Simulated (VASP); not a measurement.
# CsBr (Pm-3m) in VASP: notebook

CsBr is run at these levels: PBE; tasks: electric field gradients, single point.

Everything below comes from runs of VASP 6.6.1. Logs are shortened: lines on timing, memory, paths and dates and some standing lists are left out, and cuts for length are marked.

**1. The cell of the first run**

The structure is cubic, space group Pm-3m (No. 221). Conventional cell: a = 4.368 Å, b = 4.368 Å, c = 4.368 Å, α = 90.00°, β = 90.00°, γ = 90.00°. Within 5.0 Å of Cs (site symmetry m-3m) lie 8 Br at 3.78 Å and 6 Cs at 4.37 Å. Within 5.0 Å of Br (site symmetry m-3m) lie 8 Cs at 3.78 Å and 6 Br at 4.37 Å.

**2. Electric field gradients, PBE (41.68 Å³/atom)**

File INCAR:

```
  ALGO = Normal
  EDIFF = 1E-8
  ENCUT = 400
  GGA = PE
  GGA_COMPAT = False
  ISIF = 2
  ISMEAR = -1
  LASPH = True
  LCHARG = False
  LEFG = True
  LREAL = False
  LWAVE = False
  NBANDS = 15
  NELM = 120
  PREC = Accurate
  SIGMA = 0.02
```

File KPOINTS:

```
k-points
0
Gamma
  6 6 6
```

File POSCAR:

```
CsBr
1.0
    4.3684529483      0.0000000000      0.0000000000
    0.0000000000      4.3684529483      0.0000000000
    0.0000000000      0.0000000000      4.3684529483
Cs Br
1 1
Direct
    0.0000000000      0.0000000000      0.0000000000
    0.5000000000      0.5000000000      0.5000000000
```

Potentials or basis: VASP PAW PBE potentials, release 64 (Cs_sv, Br).

Launch:

```console
$ cat potpaw_PBE.64/Cs_sv/POTCAR potpaw_PBE.64/Br/POTCAR > POTCAR
$ mpirun -np 1 vasp_std > vasp.out
```

OUTCAR:

```text
EDIFF = 1E-8
   ENCUT = 400
   GGA = PE
   ISIF = 2
   ISMEAR = -1
   LASPH = True
   LREAL = False
   NELM = 120
   PREC = Accurate

 ion  position               nearest neighbor table
   1  0.000  0.000  0.000-
   2  0.500  0.500  0.500-

  LATTYP: Found a simple cubic cell.
 ALAT       =     4.3684529483

  Lattice vectors:

 A1 = (   4.3684529483,   0.0000000000,   0.0000000000)
 A2 = (   0.0000000000,   4.3684529483,   0.0000000000)
 A3 = (   0.0000000000,   0.0000000000,   4.3684529483)

Analysis of symmetry for initial positions (statically):
=====================================================================
 Subroutine PRICEL returns:
 Original cell was already a primitive cell.

 Routine SETGRP: Setting up the symmetry group for a
 simple cubic supercell.

 Subroutine GETGRP returns: Found 48 space group operations
 (whereof 48 operations were pure point group operations)
 out of a pool of 48 trial point group operations.

The static configuration has the point symmetry O_h .

Analysis of symmetry for dynamics (positions and initial velocities):
=====================================================================
 Subroutine PRICEL returns:
 Original cell was already a primitive cell.

 Routine SETGRP: Setting up the symmetry group for a
 simple cubic supercell.

 Subroutine GETGRP returns: Found 48 space group operations
 (whereof 48 operations were pure point group operations)
 out of a pool of 48 trial point group operations.

The dynamic configuration has the point symmetry O_h .

 Subroutine INISYM returns: Found 48 space group operations
 (whereof 48 operations are pure point group operations),
 and found     1 'primitive' translations

----------------------------------------------------------------------------------------

                                     Primitive cell

  volume of cell :      83.3649

  direct lattice vectors                    reciprocal lattice vectors
     4.368452948  0.000000000  0.000000000     0.228913991  0.000000000  0.000000000
     0.000000000  4.368452948  0.000000000     0.000000000  0.228913991  0.000000000
     0.000000000  0.000000000  4.368452948     0.000000000  0.000000000  0.228913991

  length of vectors
     4.368452948  4.368452948  4.368452948     0.228913991  0.228913991  0.228913991

  position of ions in fractional coordinates (direct lattice)
     0.000000000  0.000000000  0.000000000
     0.500000000  0.500000000  0.500000000

  ion indices of the primitive-cell ions
   primitive index   ion index
                 1           1
                 2           2

----------------------------------------------------------------------------------------

 KPOINTS: k-points

Automatic generation of k-mesh.
 Grid dimensions read from file:
 generate k-points for:    6    6    6

 Generating k-lattice:

  Cartesian coordinates                     Fractional coordinates (reciprocal lattice)
     0.038152332  0.000000000  0.000000000     0.166666667  0.000000000  0.000000000
     0.000000000  0.038152332  0.000000000     0.000000000  0.166666667  0.000000000
     0.000000000  0.000000000  0.038152332     0.000000000  0.000000000  0.166666667

  Length of vectors
     0.038152332  0.038152332  0.038152332

  Shift w.r.t. Gamma in fractional coordinates (k-lattice)
     0.000000000  0.000000000  0.000000000

 Subroutine IBZKPT returns following result:
 ===========================================

 Found     20 irreducible k-points:

 Following reciprocal coordinates:
            Coordinates               Weight
  0.000000  0.000000  0.000000      1.000000
  0.166667  0.000000  0.000000      6.000000
  0.333333  0.000000  0.000000      6.000000
  0.500000  0.000000  0.000000      3.000000
  0.166667  0.166667  0.000000     12.000000
  0.333333  0.166667  0.000000     24.000000
[... 12 lines left out ...]
  0.500000  0.500000  0.333333      6.000000
  0.500000  0.500000  0.500000      1.000000
   k-points           NKPTS =     20   k-points in BZ     NKDIM =     20   number of bands    NBANDS=     15
   number of dos      NEDOS =    301   number of ions     NIONS =      2
   total plane-waves  NPLWV =  21952
   dimension x,y,z NGX =    28 NGY =   28 NGZ =   28
   dimension x,y,z NGXF=    56 NGYF=   56 NGZF=   56
   ions per type =               1   1
   NGX,Y,Z   is equivalent  to a cutoff of  10.66, 10.66, 10.66 a.u.
   NGXF,Y,Z  is equivalent  to a cutoff of  21.31, 21.31, 21.31 a.u.
 SYSTEM =  unknown system
   PREC   = accura    normal or accurate (medium, high low for compatibility)
   ISTART =      0    job   : 0-new  1-cont  2-samecut
   ICHARG =      2    charge: 1-file 2-atom 10-const
   ISPIN  =      1    spin polarized calculation?
   LNONCOLLINEAR =      F non collinear calculations
   LSORBIT =      F    spin-orbit coupling
   LASPH  =      T    aspherical Exc in radial PAW
   ENCUT  =  400.0 eV  29.40 Ry    5.42 a.u.   7.12  7.12  7.12*2*pi/ulx,y,z
   NELM   =    120;   NELMIN=  2; NELMDL= -5     # of ELM steps
   EDIFF  = 0.1E-07   stopping-criterion for ELM
   LREAL  =      F    real-space projection
   EDIFFG = 0.1E-06   stopping-criterion for IOM
   NSW    =      0    number of steps for IOM
   IBRION =     -1    ionic relax: 0-MD 1-quasi-New 2-CG
   NFREE  =      0    steps in history (QN), initial steepest desc. (CG)
   ISIF   =      2    stress and relaxation
   ISYM   =      2    0-nonsym 1-usesym 2-fastsym
   POTIM  = 0.5000    time-step for ionic-motion
   TEBEG  =    0.0;   TEEND  =   0.0 temperature during run
   PSTRESS=    0.0 pullay stress
   NELECT =      16.0000    total number of electrons
   NUPDOWN=      -1.0000    fix difference up-down
   EMIN   =  10.00;   EMAX   =-10.00  energy-range for DOS
   EFERMI =   0.00;   METHOD = LEGACY
   ISMEAR =    -1;   SIGMA  =   0.02  broadening in eV -4-tet -1-fermi 0-gaus
   EFERMI_NEDOS =   21; number of points for ismear=-14 and -15
   IALGO  =     38    algorithm
   IMIX   =      4    mixing-type and parameters
     AMIX     =   0.40;   BMIX     =  1.00
     AMIX_MAG =   1.60;   BMIX_MAG =  1.00
  volume/ion in A,a.u.               =      41.68       281.29
  Fermi-wavevector in a.u.,A,eV,Ry     =   0.944323  1.784511 12.132936  0.891746
  Thomas-Fermi vector in A             =   2.072116
   LORBIT       =      0    0 simple, 1 ext, 2 COOP (PROOUT), +10 PAW based schemes
   GGA     = PE    functional components
   LHFCALC =     F    Hartree Fock is set to
   AEXX    =    0.0000 exact exchange contribution
   IVDW    =     0    specifies the selected vdW correction
   LEPSILON=     F    determine dielectric tensor
   LRPA    =     F    only Hartree local field effects (RPA)
 non-spin polarized calculation
  energy-cutoff  :      400.00
  volume of cell :       83.36
 maximum number of plane-waves:      1532
   NGX = 15   NGY = 15   NGZ = 15

 number of electron      15.9999995 magnetization

 Free energy of the ion-electron system (eV)
  ---------------------------------------------------
  ext. energy  EPLUGINS =         0.00000000
  ---------------------------------------------------
  free energy    TOTEN  =        -6.02288703 eV

  energy without entropy =       -6.02288703  energy(sigma->0) =       -6.02288703

 E-fermi :  -0.0988     XC(G=0):  -7.8230

 val. band max:       -0.5637549352   @ k =   0.5000   0.5000   0.0000
 cond. band min:       3.7319569895   @ k =   0.0000   0.0000   0.0000
 fundamental gap:      4.2957119248
 Fermi energy:        -0.0988310281

 k-point     1 :       0.0000    0.0000    0.0000
  band No.  band energies     occupation
      1     -20.4340      2.00000
      2     -12.8720      2.00000
      3      -7.0508      2.00000
      4      -7.0508      2.00000
      5      -7.0508      2.00000
      6      -0.5832      2.00000
      7      -0.5832      2.00000
      8      -0.5832      2.00000
      9       3.7320      0.00000
     10       4.3935      0.00000
     11       4.3935      0.00000
     12       8.3674      0.00000
     13       8.3674      0.00000
     14       8.3674      0.00000
     15      11.3016      0.00000
[... 325 lines left out ...]
 k-point    20 :       0.5000    0.5000    0.5000
  band No.  band energies     occupation
      1     -20.3212      2.00000
      2     -12.7163      2.00000
      3      -7.4013      2.00000
      4      -7.4013      2.00000
      5      -7.4013      2.00000
      6      -1.6235      2.00000
      7      -1.6235      2.00000
      8      -1.6235      2.00000
      9       7.4893      0.00000
     10       7.4893      0.00000
     11       7.4893      0.00000
     12       8.3283      0.00000
     13       8.3283      0.00000
     14       8.3283      0.00000
     15      10.4047      0.00000

------------------------ aborting loop because EDIFF is reached ----------------------------------------

  FORCE on cell =-STRESS in cart. coord.  units (eV):
  Direction    XX          YY          ZZ          XY          YZ          ZX
  --------------------------------------------------------------------------------------
  -------------------------------------------------------------------------------------
  Total        0.1010332      0.1010332      0.1010332      0.0000000      0.0000000     -0.0000000
  in kB        1.9417433      1.9417433      1.9417433      0.0000000      0.0000000     -0.0000000
  external PRESSURE =       1.9417433 kB  Pullay stress =       0.0000000 kB

 VOLUME and BASIS-vectors are now :
 -----------------------------------------------------------------------------
  energy-cutoff  :      400.00
  volume of cell :       83.36
      direct lattice vectors                 reciprocal lattice vectors
     4.368452948  0.000000000  0.000000000     0.228913991  0.000000000  0.000000000
     0.000000000  4.368452948  0.000000000     0.000000000  0.228913991  0.000000000
     0.000000000  0.000000000  4.368452948     0.000000000  0.000000000  0.228913991

 POSITION                                       TOTAL-FORCE (eV/Angst)
 -----------------------------------------------------------------------------------
      0.00000      0.00000      0.00000         0.000000      0.000000      0.000000
      2.18423      2.18423      2.18423         0.000000      0.000000      0.000000
 -----------------------------------------------------------------------------------
    total drift:                                0.000000      0.000000      0.000000

  FREE ENERGIE OF THE ION-ELECTRON SYSTEM (eV)
  ---------------------------------------------------
  free  energy   TOTEN  =        -6.0228870282 eV

  energy  without entropy=       -6.0228870282  energy(sigma->0) =       -6.02288703

 Electric field gradients (V/A^2)
---------------------------------------------------------------------
 ion       V_xx      V_yy      V_zz      V_xy      V_xz      V_yz
---------------------------------------------------------------------
   1       0.000     0.000    -0.000     0.000     0.000    -0.000
   2      -0.000    -0.000     0.000    -0.000     0.000    -0.000
---------------------------------------------------------------------

 Electric field gradients after diagonalization (V/A^2)
 (convention: |V_zz| > |V_xx| > |V_yy|)
----------------------------------------------------------------------
 ion       V_xx      V_yy      V_zz     asymmetry (V_yy - V_xx)/ V_zz
----------------------------------------------------------------------
   1       0.000     0.000    -0.000       0.053
   2      -0.000    -0.000     0.000       0.146
----------------------------------------------------------------------

           NMR quadrupolar parameters

 Cq : quadrupolar parameter    Cq=e*Q*V_zz/h
 eta: asymmetry parameters     (V_yy - V_xx)/ V_zz
 Q  : nuclear electric quadrupole moment in mb (millibarn)
----------------------------------------------------------------------
 ion       Cq(MHz)       eta       Q (mb)
----------------------------------------------------------------------
   1      -0.000       0.053       1.000
   2       0.000       0.146       1.000
----------------------------------------------------------------------
```

Run time: 30 s. Hardware: 1 thread of Intel Xeon 8259CL, shared host; peak memory 0.16 GiB.

What came out:

- Free energy: -6.0229 eV
- Pressure: 0.2 GPa
- Band gap on the k mesh: 4.30 eV (least direct gap 4.32 eV)
- Largest electric field gradient by atom: zero within the noise of the run

Levels at points of the mesh, in eV from the valence-band top:
| k point | band 4 | band 5 | band 6 | band 7 | band 8 | band 9 | band 10 | band 11 | band 12 | band 13 |
| --- | --- | --- | --- | --- | --- | --- | --- | --- | --- | --- |
| (0.00, 0.00, 0.00) | -6.49 | -6.49 | -0.02 | -0.02 | -0.02 | 4.30 | 4.96 | 4.96 | 8.93 | 8.93 |
| (0.50, 0.00, 0.00) | -6.40 | -6.40 | -1.22 | -0.19 | -0.19 | 5.90 | 7.02 | 7.44 | 8.32 | 8.65 |
| (0.50, 0.50, 0.00) | -6.98 | -6.35 | -0.57 | -0.57 | 0.00 | 5.22 | 5.45 | 7.16 | 7.16 | 10.68 |
| (0.50, 0.50, 0.50) | -6.84 | -6.84 | -1.06 | -1.06 | -1.06 | 8.05 | 8.05 | 8.05 | 8.89 | 8.89 |

Caveat: spin-orbit coupling is left out, which moves the levels of the heavy elements.

(Continued in part 2 of 2.)
